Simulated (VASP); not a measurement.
Wanted: the native input for a VASP 6.6.1 run.

- Task: single point
- Functional: PBE
- Potentials or basis: VASP PAW PBE potentials, release 64 (Sb, P)
- Cutoff: 520 eV
- k mesh: 8 × 8 × 6
- Occupations: gaussian, width 0.1 eV
- Spin: no spin polarisation
- Dipole correction: no
- Further INCAR settings: ALGO = Normal; EDIFF = 1e-06; NBANDS = 24

The structure of SbP2 lies in POSCAR:

```
SbP2
1.0
    3.3295800895     -3.3473753230      0.0248232348
    3.3295800895      3.3473753230      0.0248232348
   -1.5350544328      0.0000000000      6.4970824620
Sb P
2 4
Direct
    0.0000000000      0.5000000000      0.0000000000
    0.5000000000      0.0000000000      0.5000000000
    0.1723543327      0.4798699422      0.4149869625
    0.5201300578      0.8276456673      0.0850130375
    0.8276456673      0.5201300578      0.5850130375
    0.4798699422      0.1723543327      0.9149869625
```

These files were run (other wordings do the same):

INCAR

```
SYSTEM = SbP2
ALGO = Normal
EDIFF = 1E-6
ENCUT = 520
GGA = PE
ISIF = 2
ISMEAR = 0
LASPH = .True.
LCHARG = .True.
LELF = .True.
LREAL = .False.
LVHAR = .True.
LWAVE = .False.
NBANDS = 24
NELM = 100
PREC = Accurate
SIGMA = 0.1
```

KPOINTS

```
k-points
0
Gamma
  8 8 6
  0 0 0
```

Potentials or basis: VASP PAW PBE potentials, release 64 (Sb, P).

Command:

```console
$ cat potpaw_PBE.64/Sb/POTCAR potpaw_PBE.64/P/POTCAR > POTCAR
$ mpirun -np 1 vasp_std > vasp.out
```

Results of the run:

The pressure is -0.1 GPa and the largest force is 0.048 eV/Å. The band gap on the k mesh is zero (band 15 reaches 7.47 eV, above the bottom of band 16 at 4.82 eV).

Caveat: spin-orbit coupling is left out, which moves the levels of the heavy elements.

It took 8.5 min on 1 thread of Oxide Virtual Turin-like Processor, on a shared host, peak memory 0.42 GiB.
